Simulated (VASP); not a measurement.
# Ge16N (a cell with a defect) in VASP: a series of runs, part 2 of 2

VASP 6.6.1. The steps go on from the part before.

### 3 Single point, PBE

File INCAR:

```
SYSTEM = Ge16N
PREC     = Accurate       ! precision mode
ENCUT    = 520            ! plane-wave cutoff, eV
EDIFF    = 1E-6           ! SCF threshold, eV
ISMEAR   = -1             ! smearing method
SIGMA    = 0.05           ! smearing width, eV
LREAL    = Auto         
LASPH    = .TRUE.         ! aspherical terms in the spheres
NELM     = 80             ! most SCF steps
ALGO     = Normal         ! electronic algorithm
ISIF     = 2              ! what is computed and relaxed
LWAVE    = .FALSE.        ! write WAVECAR
LCHARG   = .FALSE.        ! write CHGCAR
GGA      = PE             ! functional
NBANDS   = 128            ! bands
```

File KPOINTS:

```
Automatic mesh
0
G
  2 2 2
  0 0 0
```

File POSCAR:

```
Ge16N
1.0
    0.0000000000      5.6600000000      5.6600000000
    5.6600000000      0.0000000000      5.6600000000
    5.6600000000      5.6600000000      0.0000000000
Ge N
16 1
Direct
   -0.0321024735      0.0080035336      0.0378268551
    0.1540724382      0.2145318021      0.0234893993
    0.0813604240     -0.0554416961      0.4049823322
    0.0872879859      0.0893904594      0.6695318021
   -0.1263427562      0.5688869258      0.0441696113
    0.1175795053      0.5527738516      0.1915371025
    0.0038957597      0.4444257951      0.5692667845
    0.1392756184      0.5507597173      0.7114310954
    0.5105742049      0.0112279152     -0.0216696113
    0.6038957597      0.1440194346      0.1298674912
    0.4603356890      0.0755300353      0.4740282686
    0.7015636042      0.0751678445      0.6039134276
    0.4960070671      0.5170318021     -0.0359717314
    0.4500441696      0.6915812721      0.1643904594
    0.5246731449      0.4993021201      0.5074823322
    0.6672261484      0.6686749117      0.5942226148
    1.1169876325      0.7958392226      0.2106095406
```

Potentials or basis: VASP PAW PBE potentials, release 64 (Ge_d, N).

Command:

```console
$ cat potpaw_PBE.64/Ge_d/POTCAR potpaw_PBE.64/N/POTCAR > POTCAR
$ mpirun -np 1 vasp_std > vasp.out
```

OUTCAR:

```text
SYSTEM = Ge16N
   PREC = Accurate
   ENCUT = 520
   EDIFF = 1E-6
   ISMEAR = -1
   LREAL = Auto
   LASPH = .TRUE.
   NELM = 80
   ISIF = 2
   GGA = PE

 ion  position               nearest neighbor table
   1  0.968  0.008  0.038-  17 1.87  10 2.39   4 2.43   2 2.66
   2  0.154  0.215  0.023-   9 2.42   8 2.60   5 2.62   1 2.66   3 2.69
   3  0.081  0.945  0.405-  17 2.23  12 2.55   2 2.69   8 2.85   4 2.91
   4  0.087  0.089  0.670-   7 2.35   1 2.43  11 2.56   3 2.91
   5  0.874  0.569  0.044-   8 2.46   2 2.62   6 2.67  14 2.78
   6  0.118  0.553  0.192-  17 2.02   7 2.48  13 2.59   5 2.67
   7  0.004  0.444  0.569-  16 2.35   4 2.35   6 2.48   8 2.51
   8  0.139  0.551  0.711-   5 2.46   7 2.51  15 2.59   2 2.60   3 2.85
   9  0.511  0.011  0.978-  14 2.39   2 2.42  10 2.48  12 2.50
  10  0.604  0.144  0.130-  11 2.27   1 2.39  13 2.46   9 2.48
  11  0.460  0.076  0.474-  10 2.27   4 2.56  12 2.61  16 2.71
  12  0.702  0.075  0.604-   9 2.50   3 2.55  11 2.61  15 2.79
  13  0.496  0.517  0.964-  14 2.41  10 2.46  16 2.48   6 2.59
  14  0.450  0.692  0.164-  17 2.24   9 2.39  13 2.41  15 2.60   5 2.78
  15  0.525  0.499  0.507-   8 2.59  14 2.60  16 2.63  12 2.79
  16  0.667  0.669  0.594-   7 2.35  13 2.48  15 2.63  11 2.71
  17  0.117  0.796  0.211-   1 1.87   6 2.02   3 2.23  14 2.24

  LATTYP: Found a face centered cubic cell.
 ALAT       =    11.3200000000

  Lattice vectors:

 A1 = (   0.0000000000,   5.6600000000,   5.6600000000)
 A2 = (   5.6600000000,   0.0000000000,   5.6600000000)
 A3 = (   5.6600000000,   5.6600000000,   0.0000000000)

Analysis of symmetry for initial positions (statically):
=====================================================================
 Subroutine PRICEL returns:
 Original cell was already a primitive cell.

 Routine SETGRP: Setting up the symmetry group for a
 face centered cubic supercell.

 Subroutine GETGRP returns: Found  1 space group operations
 (whereof  1 operations were pure point group operations)
 out of a pool of 48 trial point group operations.

The static configuration has the point symmetry C_1 .

Analysis of symmetry for dynamics (positions and initial velocities):
=====================================================================
 Subroutine PRICEL returns:
 Original cell was already a primitive cell.

 Routine SETGRP: Setting up the symmetry group for a
 face centered cubic supercell.

 Subroutine GETGRP returns: Found  1 space group operations
 (whereof  1 operations were pure point group operations)
 out of a pool of 48 trial point group operations.

The dynamic configuration has the point symmetry C_1 .

 Subroutine INISYM returns: Found  1 space group operations
 (whereof  1 operations are pure point group operations),
 and found     1 'primitive' translations

----------------------------------------------------------------------------------------

                                     Primitive cell

  volume of cell :     362.6430

  direct lattice vectors                    reciprocal lattice vectors
     0.000000000  5.660000000  5.660000000    -0.088339223  0.088339223  0.088339223
     5.660000000  0.000000000  5.660000000     0.088339223 -0.088339223  0.088339223
     5.660000000  5.660000000  0.000000000     0.088339223  0.088339223 -0.088339223

  length of vectors
[... 75 lines left out ...]
  0.000000  0.500000  0.500000      1.000000
  0.500000  0.000000  0.500000      1.000000
   k-points           NKPTS =      8   k-points in BZ     NKDIM =      8   number of bands    NBANDS=    128
   number of dos      NEDOS =    301   number of ions     NIONS =     17
   total plane-waves  NPLWV = 216000
   dimension x,y,z NGX =    60 NGY =   60 NGZ =   60
   dimension x,y,z NGXF=   120 NGYF=  120 NGZF=  120
   ions per type =              16   1
   NGX,Y,Z   is equivalent  to a cutoff of  12.46, 12.46, 12.46 a.u.
   NGXF,Y,Z  is equivalent  to a cutoff of  24.92, 24.92, 24.92 a.u.
 SYSTEM =  Ge16N
   PREC   = accura    normal or accurate (medium, high low for compatibility)
   ISTART =      0    job   : 0-new  1-cont  2-samecut
   ICHARG =      2    charge: 1-file 2-atom 10-const
   ISPIN  =      1    spin polarized calculation?
   LNONCOLLINEAR =      F non collinear calculations
   LSORBIT =      F    spin-orbit coupling
   LASPH  =      T    aspherical Exc in radial PAW
   ENCUT  =  520.0 eV  38.22 Ry    6.18 a.u.  14.88 14.88 14.88*2*pi/ulx,y,z
   NELM   =     80;   NELMIN=  2; NELMDL= -5     # of ELM steps
   EDIFF  = 0.1E-05   stopping-criterion for ELM
   LREAL  =      T    real-space projection
   EDIFFG = 0.1E-04   stopping-criterion for IOM
   NSW    =      0    number of steps for IOM
   IBRION =     -1    ionic relax: 0-MD 1-quasi-New 2-CG
   NFREE  =      0    steps in history (QN), initial steepest desc. (CG)
   ISIF   =      2    stress and relaxation
   ISYM   =      2    0-nonsym 1-usesym 2-fastsym
   POTIM  = 0.5000    time-step for ionic-motion
   TEBEG  =    0.0;   TEEND  =   0.0 temperature during run
   PSTRESS=    0.0 pullay stress
   NELECT =     229.0000    total number of electrons
   NUPDOWN=      -1.0000    fix difference up-down
   EMIN   =  10.00;   EMAX   =-10.00  energy-range for DOS
   EFERMI =   0.00;   METHOD = LEGACY
   ISMEAR =    -1;   SIGMA  =   0.05  broadening in eV -4-tet -1-fermi 0-gaus
   EFERMI_NEDOS =   21; number of points for ismear=-14 and -15
   IALGO  =     38    algorithm
   IMIX   =      4    mixing-type and parameters
     AMIX     =   0.40;   BMIX     =  1.00
     AMIX_MAG =   1.60;   BMIX_MAG =  1.00
  volume/ion in A,a.u.               =      21.33       143.96
  Fermi-wavevector in a.u.,A,eV,Ry     =   1.404517  2.654152 26.839765  1.972667
  Thomas-Fermi vector in A             =   2.527070
   LORBIT       =      0    0 simple, 1 ext, 2 COOP (PROOUT), +10 PAW based schemes
   GGA     = PE    functional components
   LHFCALC =     F    Hartree Fock is set to
   AEXX    =    0.0000 exact exchange contribution
   IVDW    =     0    specifies the selected vdW correction
   LEPSILON=     F    determine dielectric tensor
   LRPA    =     F    only Hartree local field effects (RPA)
 non-spin polarized calculation
  energy-cutoff  :      520.00
  volume of cell :      362.64
 maximum number of plane-waves:      9841
 NGX is ok and might be reduce to    60
   NGX = 29   NGY = 29   NGZ = 29

 number of electron     229.0000000 magnetization

 Free energy of the ion-electron system (eV)
  ---------------------------------------------------
  ext. energy  EPLUGINS =         0.00000000
  ---------------------------------------------------
  free energy    TOTEN  =       -73.60396645 eV

  energy without entropy =      -73.54808821  energy(sigma->0) =      -73.57602733

 E-fermi :   4.8892     XC(G=0): -10.1778

 val. band max:        4.8656822797   @ k =   0.0000   0.5000   0.5000
 cond. band min:       4.9126197138   @ k =   0.0000   0.0000   0.0000
 fundamental gap:      0.0469374341
 Fermi energy:         4.8891660462

 k-point     1 :       0.0000    0.0000    0.0000
  band No.  band energies     occupation
      1     -19.9866      2.00000
      2     -19.9179      2.00000
      3     -19.9110      2.00000
      4     -19.8727      2.00000
      5     -19.8643      2.00000
      6     -19.8427      2.00000
[... 1021 lines left out ...]
    125       8.3726      0.00000
    126       8.5727      0.00000
 [bands above 126 left out]

------------------------ aborting loop because EDIFF is reached ----------------------------------------

  FORCE on cell =-STRESS in cart. coord.  units (eV):
  Direction    XX          YY          ZZ          XY          YZ          ZX
  --------------------------------------------------------------------------------------
  -------------------------------------------------------------------------------------
  Total        9.8564797      5.8228002      7.8883746     -2.0704439     -6.7265437     -3.3845372
  in kB       43.5464868     25.7254617     34.8512870     -9.1473388    -29.7182522    -14.9530775
  external PRESSURE =      34.7077452 kB  Pullay stress =       0.0000000 kB

 VOLUME and BASIS-vectors are now :
 -----------------------------------------------------------------------------
  energy-cutoff  :      520.00
  volume of cell :      362.64
      direct lattice vectors                 reciprocal lattice vectors
     0.000000000  5.660000000  5.660000000    -0.088339223  0.088339223  0.088339223
     5.660000000  0.000000000  5.660000000     0.088339223 -0.088339223  0.088339223
     5.660000000  5.660000000  0.000000000     0.088339223  0.088339223 -0.088339223

 POSITION                                       TOTAL-FORCE (eV/Angst)
 -----------------------------------------------------------------------------------
      0.25940      5.69240      5.52360        -0.193544      0.823834      1.353966
      1.34720      1.00500      2.08630         0.445513     -0.591630     -0.947843
      7.63840      2.75270      5.80670         0.096196      0.009135     -0.501748
      4.29550      4.28360      1.00000        -1.340257      0.284638     -0.481875
      3.46990      5.19490      8.16480         0.355049      0.910144      0.729989
      4.21280      1.74960      3.79420        -0.197500     -0.190083      0.289174
[... 9 lines left out ...]
      7.14800      7.13980      7.56120         0.731731     -1.485643     -0.685374
      5.69650      1.85420      5.16660         0.048958      0.344901     -0.161789
 -----------------------------------------------------------------------------------
    total drift:                               -0.001612      0.001074     -0.003590

  FREE ENERGIE OF THE ION-ELECTRON SYSTEM (eV)
  ---------------------------------------------------
  free  energy   TOTEN  =       -73.6039664489 eV

  energy  without entropy=      -73.5480882066  energy(sigma->0) =      -73.57602733
```

It took 13 min on 1 thread of Intel Xeon Platinum 8559C (Emerald Rapids), shared host; peak memory 0.61 GiB.

Results:

```
Free energy            : -73.6040 eV
Pressure               : 3.5 GPa
Largest force          : 2.655 eV/Å
Band gap on the k mesh : zero (an odd number of electrons rules out a gap without spin polarisation)
```

Forces in eV/Å, atoms in the order of the input:
```
Ge  -0.194  0.824  1.354
Ge   0.446 -0.592 -0.948
Ge   0.096  0.009 -0.502
Ge  -1.340  0.285 -0.482
Ge   0.355  0.910  0.730
Ge  -0.198 -0.190  0.289
Ge  -0.023  0.435  0.965
Ge  -0.486 -0.491  0.827
Ge  -0.220 -0.114  0.961
Ge  -0.968 -1.019  0.677
Ge   1.210  1.868 -1.448
Ge   0.409 -0.807  0.351
Ge  -0.359 -0.403 -0.619
Ge   0.554  0.309 -0.673
Ge  -0.062  0.118 -0.634
Ge   0.732 -1.486 -0.685
N    0.049  0.345 -0.162
```

Stress tensor (GPa, compression positive):
```
 4.35 -0.91 -1.50
-0.91  2.57 -2.97
-1.50 -2.97  3.49
```

Levels at points of the mesh, in eV from the Fermi level:
```csv
k point,band 110,band 111,band 112,band 113,band 114,band 115,band 116,band 117,band 118,band 119
"(0.00, 0.00, 0.00)",-0.78,-0.66,-0.36,-0.25,-0.17,-0.10,0.02,0.13,0.34,0.43
"(0.50, 0.00, 0.00)",-1.33,-0.84,-0.53,-0.35,-0.19,0.03,0.20,0.51,0.99,1.43
"(0.00, 0.50, 0.00)",-1.26,-0.98,-0.85,-0.68,-0.24,0.17,0.43,0.58,0.67,1.12
"(0.00, 0.00, 0.50)",-1.20,-1.15,-0.70,-0.37,-0.12,0.16,0.60,0.64,1.10,1.33
"(0.50, 0.50, 0.50)",-1.25,-1.16,-1.09,-0.53,-0.42,0.15,0.37,0.73,0.87,0.96
"(0.50, 0.50, 0.00)",-1.47,-1.16,-0.96,-0.75,-0.65,-0.36,0.70,1.32,1.43,1.82
"(0.00, 0.50, 0.50)",-1.45,-1.28,-1.01,-0.52,-0.41,-0.02,0.80,1.37,1.45,1.84
"(0.50, 0.00, 0.50)",-1.37,-1.23,-0.85,-0.69,-0.46,-0.04,0.83,1.01,1.29,1.50
```

Caveat: the k points lie up to 0.48 Å⁻¹ apart, too coarse for converged energies and pressures of a metal.

### 4 Single point, PBE

File INCAR:

```
SYSTEM = Ge16N
ALGO = Normal
EDIFF = 1E-6
ENCUT = 520
GGA = PE
ISIF = 2
ISMEAR = -1
LASPH = .TRUE.
LCHARG = .FALSE.
LREAL = Auto
LWAVE = .FALSE.
NBANDS = 128
NELM = 60
PREC = Accurate
SIGMA = 0.05
```

File KPOINTS:

```
k-points
0
G
  2 2 2
  0 0 0
```

File POSCAR:

```
Ge16N
1.0
    0.0000000000      5.6600000000      5.6600000000
    5.6600000000      0.0000000000      5.6600000000
    5.6600000000      5.6600000000      0.0000000000
Ge N
16 1
Direct
   -0.0050706714      0.0367667845      0.0189752650
    0.1033833922      0.2372879859      0.0512279152
    0.0800971731     -0.0611219081      0.4237367491
    0.0732773852      0.0637367491      0.6598321555
   -0.0857243816      0.5969964664      0.0023144876
    0.1561749117      0.5509452297      0.1643374558
    0.0358392226      0.4504858657      0.5313339223
    0.1576325088      0.5571731449      0.6640989399
    0.4831183746      0.0639840989     -0.0847791519
    0.5875706714      0.1145141343      0.1739310954
    0.4380300353     -0.0004505300      0.5728356890
    0.6846908127      0.1067049470      0.5636660777
    0.5618374558      0.4681095406     -0.0089222615
    0.4262632509      0.7261925795      0.1935424028
    0.5255918728      0.4976590106      0.5076590106
    0.6101943463      0.6448233216      0.6401060071
    1.1502915194      0.8064222615      0.1826413428
```

Command:

```console
$ cat potpaw_PBE.64/Ge_d/POTCAR potpaw_PBE.64/N/POTCAR > POTCAR
$ mpirun -np 1 vasp_std > vasp.out
```

It took 11 min on 1 thread of Intel Xeon Platinum 8559C (Emerald Rapids), shared host; peak memory 0.6 GiB.

The run converged. Its results:

| Quantity | Value |
| --- | --- |
| Free energy | -73.6958 eV |
| Pressure | 3.6 GPa |
| Largest force | 2.117 eV/Å |
| Band gap on the k mesh | zero (an odd number of electrons rules out a gap without spin polarisation) |

Forces on the atoms (eV/Å):
```
Ge  -0.470 -0.437 -1.150
Ge   0.585  0.714  0.655
Ge  -0.001 -0.723 -0.408
Ge   1.179  0.399  0.553
Ge   0.731  0.170  0.491
Ge   0.316 -0.281  0.909
Ge  -0.171 -0.640 -1.872
Ge   0.731  0.212  0.306
Ge   1.368  1.488 -0.630
Ge  -1.107 -0.017  0.099
Ge  -0.164 -0.663  0.541
Ge  -0.047 -0.256  1.004
Ge   1.492  0.528 -0.610
Ge  -1.222 -1.146  1.027
Ge  -0.967 -0.052 -0.689
Ge  -1.309  0.902  0.872
N   -0.944 -0.198 -1.099
```

Stress tensor (GPa, compression positive):
```
 3.57  0.57  0.67
 0.57  2.86 -2.09
 0.67 -2.09  4.45
```

Levels at points of the mesh, in eV from the Fermi level:
| k point | band 112 | band 113 | band 114 | band 115 | band 116 | band 117 |
| --- | --- | --- | --- | --- | --- | --- |
| (0.00, 0.00, 0.00) | -0.55 | -0.30 | -0.20 | -0.02 | 0.16 | 0.24 |
| (0.50, 0.00, 0.00) | -0.69 | -0.57 | -0.42 | -0.18 | 0.30 | 0.41 |
| (0.00, 0.50, 0.00) | -0.73 | -0.28 | -0.12 | 0.41 | 0.53 | 0.72 |
| (0.00, 0.00, 0.50) | -0.66 | -0.48 | -0.14 | 0.09 | 0.31 | 0.95 |
| (0.50, 0.50, 0.50) | -0.81 | -0.43 | -0.26 | 0.02 | 0.41 | 0.75 |
| (0.50, 0.50, 0.00) | -0.82 | -0.69 | -0.55 | -0.36 | 0.87 | 1.40 |
| (0.00, 0.50, 0.50) | -0.85 | -0.56 | -0.42 | -0.37 | 0.62 | 1.17 |
| (0.50, 0.00, 0.50) | -0.95 | -0.77 | -0.51 | 0.35 | 1.04 | 1.32 |

Caveat: the k points lie up to 0.48 Å⁻¹ apart, too coarse for converged energies and pressures of a metal; the atoms stand as in a frame of molecular dynamics.

### 5 Summary

```tsv
cell	gap on the mesh (eV)	pressure (GPa)	largest force (eV/Å)
as given, atomic positions A	none	4.3	2.62
as given, atomic positions B	none	3.5	2.65
as given, atomic positions C	none	3.6	2.12
```

Alike in all rows: task single point; level PBE; potentials or basis VASP PAW PBE potentials, release 64 (Ge_d, N); no spin polarisation; k mesh 2 × 2 × 2; cutoff (eV) 520; smearing fermi-dirac 0.05 eV.

Caveats: all runs use coarse meshes; the atoms stand as in a frame of molecular dynamics (at least some runs).

Absolute energies hang on the potentials; compare differences alone.

The gap in the log of VASP goes by the Fermi energy; the results here count the filled bands.